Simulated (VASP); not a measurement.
Cu:

```
CELL_PARAMETERS angstrom
2.54558 0.00000 0.00000
0.00000 2.54558 0.00000
0.00000 0.00000 3.60000
ATOMIC_POSITIONS crystal
Cu 0.00000 0.00000 0.00000
Cu 0.50000 0.50000 0.50000
```

* Program: VASP 6.6.1
* Task: relaxation of cell and atoms
* Functional: PBE
* Potentials or basis: VASP PAW PBE potentials, release 64 (Cu)
* Cutoff: 600 eV
* k mesh: 16 × 16 × 12
* Occupations: methfessel-paxton, width 0.1 eV
* Spin: no spin polarisation

At the start: pressure 5.5 GPa; volume 11.66 Å³/atom.

Q: How do energy, volume and symmetry change on relaxing?

A: Over 20 steps the energy falls by 4.5 meV/atom and the volume is 12.01 Å³/atom (+3.0 %); space group Fm-3m (No. 225, to 0.1 Å) before and after.

The path:
| step | energy change (eV) | largest force (eV/Å) | pressure (GPa) | volume (Å³) |
| --- | --- | --- | --- | --- |
| 1 | 0.0000 | 0.0000 | 5.46 | 23.33 |
| 2 | -0.0009 | 0.0000 | -4.89 | 24.70 |
| 3 | -0.0088 | 0.0000 | 1.14 | 24.02 |
| 4 | -0.0085 | 0.0000 | -0.82 | 24.14 |
| 5 | -0.0087 | 0.0000 | -0.47 | 24.09 |
| 6 | -0.0088 | 0.0000 | 0.29 | 24.05 |
| 7 | -0.0088 | 0.0000 | -0.22 | 24.07 |
| 8 | -0.0089 | 0.0000 | 0.00 | 24.02 |
| 9 | -0.0089 | 0.0000 | 0.34 | 24.01 |
| 10 | -0.0089 | 0.0000 | -0.28 | 24.02 |
| 11 | -0.0089 | 0.0000 | 0.16 | 24.01 |
| 12 | -0.0089 | 0.0000 | 0.04 | 24.01 |
| 13 | -0.0089 | 0.0000 | 0.10 | 24.02 |
| 14 | -0.0089 | 0.0000 | -0.37 | 24.03 |
| 15 | -0.0089 | 0.0000 | -0.23 | 24.03 |
| 16 | -0.0089 | 0.0000 | 0.10 | 24.03 |
| 17 | -0.0089 | 0.0000 | 0.46 | 24.03 |
| 18 | -0.0089 | 0.0000 | 0.11 | 24.03 |
| 19 | -0.0089 | 0.0000 | -0.33 | 24.03 |
| 20 | -0.0089 | 0.0000 | 0.03 | 24.03 |

Final structure:
```xyz
2
Lattice="2.5750 0.0000 0.0000 0.0000 2.5750 0.0000 0.0000 0.0000 3.6234" Properties=species:S:1:pos:R:3 pbc="T T T"
Cu    0.0000    0.0000    3.6234
Cu    1.2875    1.2875    1.8117
```
